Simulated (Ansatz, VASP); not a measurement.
**One calculation of MgCd3Se4, two programs**

```xyz
8
Lattice="-2.9338 2.9338 5.8677 2.9338 -2.9338 5.8677 2.9338 2.9338 -5.8677" Properties=species:S:1:pos:R:3 pbc="T T T"
Mg    0.0000    0.0000    5.8677
Cd    0.0000    2.9338    2.9338
Cd    2.9338    0.0000    2.9338
Cd    0.0000    0.0000    0.0000
Se    0.0000    2.9338    0.0000
Se    2.9338    0.0000    0.0000
Se    0.0000    0.0000    2.9338
Se    0.0000    0.0000    8.8015
```

Alike in both runs: task relaxation of cell and atoms; functional PBE; k mesh 4 × 4 × 4; occupations gaussian, width 0.1 eV; no spin polarisation.

```csv
,VASP,Ansatz
version,VASP 6.6.1,Ansatz 0.2.0
potentials or method,"VASP PAW PBE potentials, release 64 (Mg, Cd, Se), cutoff 600 eV","scalar-relativistic, plane waves, PAW"
valence electrons in the cell,62,134
```

VASP gave:

| Quantity | Value |
| --- | --- |
| gap on the k mesh at the Fermi level, each at its own relaxed structure (eV) | none |
| relaxed volume (Å³/atom) | 23.10 |
| relaxed cell length with the largest relative difference (Å) | 6.983 |

Q: Which values does Ansatz return?

A: gap on the k mesh at the Fermi level, each at its own relaxed structure (eV): none; relaxed volume (Å³/atom): 23.04; relaxed cell length with the largest relative difference (Å): 6.973.

A gap of «none» marks a metal or a gap that the smearing closes. VASP's potentials hold 62 valence electrons a cell and Ansatz's 134, so a difference there can come from the potentials and not from the codes.

The k mesh is coarse, so the values compare programs but aren't converged.
